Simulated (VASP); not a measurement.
A run of VASP 6.6.1:

Contents of INCAR:

```
SYSTEM = KTaO3
PREC = Accurate
ENCUT = 600
EDIFF = 1E-6
ISMEAR = 0
SIGMA = 0.01
LREAL = .False.
LASPH = .True.
NELM = 120
ALGO = Normal
ISIF = 2
LWAVE = .False.
LCHARG = .False.
GGA = PE
NBANDS = 28
GGA_COMPAT = .False.
```

Contents of KPOINTS:

```
regular mesh
0
Gamma
  6 6 6
  0 0 0
```

File POSCAR:

```
KTaO3
1.0
    3.9837285967      0.0000000000      0.0000000000
    0.0000000000      3.9837285967      0.0000000000
    0.0000000000      0.0000000000      3.9837285967
K Ta O
1 1 3
Direct
    0.5000000000      0.5000000000      0.5000000000
    0.0000000000      0.0000000000      0.0000000000
    0.5000000000      0.0000000000      0.0000000000
    0.0000000000      0.5000000000      0.0000000000
    0.0000000000      0.0000000000      0.5000000000
```

Potentials or basis: VASP PAW PBE potentials, release 64 (K_sv, Ta_sv_GW, O).

Command:

```sh
$ cat potpaw_PBE.64/K_sv/POTCAR potpaw_PBE.64/Ta_sv_GW/POTCAR potpaw_PBE.64/O/POTCAR > POTCAR
$ mpirun -np 1 vasp_std > vasp.out
```

Hardware: 1 thread of AMD EPYC 9R45 96-Core Processor (Zen 5) (shared host).

Estimate the wall time of this run.

Wall time 34 s on 1 thread of AMD EPYC 9R45 96-Core Processor (Zen 5), with other jobs on the host, peak memory 0.18 GiB. Counts: scf iterations 21, k points 20.
